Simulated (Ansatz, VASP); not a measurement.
**NaCl: VASP beside Ansatz**

The input INCAR:

```
PREC = Accurate ; ENCUT = 520
EDIFF = 1E-7 ; ISMEAR = -1
SIGMA = 0.02 ; LREAL = False
LASPH = True ; NELM = 80
ALGO = Normal ; ISIF = 2
LWAVE = False ; LCHARG = False
GGA = PE ; NBANDS = 14
```

KPOINTS

```
Automatic mesh
0
Gamma
  8 8 8
```

File POSCAR:

```
NaCl
1.0
   -0.0070067471      2.8026988391      2.8026988391
    2.8026988391     -0.0070067471      2.8026988391
    2.7956920920      2.7956920920      0.0000000000
Na Cl
1 1
Direct
    0.0000000000      0.0000000000      0.0000000000
    0.5000000000      0.5000000000      0.5000000000
```

Input for Ansatz:

```yaml
crystal:
  lattice:
    - [-0.0070067471, 2.8026988391, 2.8026988391]
    - [2.8026988391, -0.0070067471, 2.8026988391]
    - [2.795692092, 2.795692092, 0.0]
  atoms:
    - { symbol: Na, position: [0.0, 0.0, 0.0] }
    - { symbol: Cl, position: [0.5, 0.5, 0.5] }
kpoints:
  mp_grid: { grid: [8, 8, 8] }
  band_path:
    path:
      - [0.0, 0.0, 0.0]
      - [0.5, 0.0, 0.5]
      - [0.625, 0.25, 0.625]
      - [0.375, 0.375, 0.75]
      - [0.5, 0.5, 0.5]
      - [0.5, 0.25, 0.75]
    npoints: 1
hamiltonian:
  xc: pbe
scf:
  occupations: { method: fermi_dirac, width: 0.02 }
  n_extra_bands: 4
output:
  forces: true
  stress: true
  eigenvalues: true
```

Change from the starting cell: shear_xy strain -0.5%.

Alike in both runs: task single point; functional PBE; k mesh 8 × 8 × 8; occupations fermi-dirac, width 0.02 eV; no spin polarisation.

```csv
,VASP,Ansatz
version,VASP 6.6.1,Ansatz 0.2.0
potentials or method,"VASP PAW PBE potentials, release 64 (Na_pv, Cl)","plane waves, PAW"
plane-wave cutoff (eV),520,420
valence electrons in the cell,14,16
```

VASP gave:

```
gap on the k mesh at the Fermi level (eV)                     : 5.17
pressure (GPa)                                                : 1.2
traceless stress, the component that is largest in VASP (GPa) : 0.06
```

Q: What did Ansatz give for the same quantities?

A: gap on the k mesh at the Fermi level (eV): 5.17; pressure (GPa): 1.3; traceless stress, the component that is largest in VASP (GPa): 0.06.

With one functional, cell and mesh, what is left measures potentials, basis and numerics. VASP's potentials hold 14 valence electrons a cell and Ansatz's 16, so a difference there can come from the potentials and not from the codes.
